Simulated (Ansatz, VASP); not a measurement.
# PbF2 in VASP and in Ansatz

The input INCAR:

```
SYSTEM = PbF2
ALGO = Normal
EDIFF = 1E-7
EDIFFG = -0.01
ENCUT = 600
GGA = PE
GGA_COMPAT = .False.
IBRION = 2
ISIF = 3
ISMEAR = -1
LASPH = .True.
LCHARG = .False.
LREAL = .False.
LWAVE = .False.
NELM = 120
NELMIN = 4
NSW = 60
PREC = Accurate
SIGMA = 0.05
```

Contents of KPOINTS:

```
k-points
0
Gamma
  8 8 8
  0 0 0
```

POSCAR

```
PbF2
1.0
    0.0000000000      2.9636600000      2.9636600000
    2.9636600000      0.0000000000      2.9636600000
    2.9636600000      2.9636600000      0.0000000000
Pb F
1 2
Direct
    0.0000000000      0.0000000000      0.0000000000
    0.7500000000      0.7500000000      0.7500000000
    0.2500000000      0.2500000000      0.2500000000
```

The input input.yaml:

```yaml
crystal:
  lattice:
    - [0.0, 2.96366, 2.96366]
    - [2.96366, 0.0, 2.96366]
    - [2.96366, 2.96366, 0.0]
  atoms:
    - { symbol: Pb, position: [0.0, 0.0, 0.0] }
    - { symbol: F, position: [0.75, 0.75, 0.75] }
    - { symbol: F, position: [0.25, 0.25, 0.25] }
hamiltonian:
  xc: pbe
  pseudopotentials: { kind: paw }
kpoints:
  mp_grid: { grid: [8, 8, 8] }
scf:
  occupations: { method: fermi_dirac, width: 0.05 }
output:
  forces: true
  stress: true
  eigenvalues: true
  write_density: true
  write_potential: true
  elf: true
  volumetric_format: npy
relax:
  f_tol: 0.01
  max_steps: 40
  cell: { stress_tol: 0.05 }
```

Alike in both runs: task relaxation of cell and atoms; functional PBE; k mesh 8 × 8 × 8; occupations fermi-dirac, width 0.05 eV; no spin polarisation.

```csv
,VASP,Ansatz
version,VASP 6.6.1,Ansatz 0.2.0
potentials or method,"VASP PAW PBE potentials, release 64 (Pb_d, F)",Ansatz PAW
plane-wave cutoff (eV),600,420
valence electrons in the cell,28,28
```

|  | VASP | Ansatz | Ansatz less VASP |
| --- | --- | --- | --- |
| gap on the k mesh at the Fermi level, each at its own relaxed structure (eV) | 4.42 | 4.42 | +0.003 |
| relaxed volume (Å³/atom) | 17.95 | 18.00 | +0.051 |
| relaxed length of the cell vector where the two differ most in proportion (Å) | 4.239 | 4.243 | +0.0040 |

Spin-orbit coupling is off throughout. Noted on Ansatz's run: the plane-wave basis is chosen anew once the cell has moved, so the energies of steps on either side of that aren't comparable.
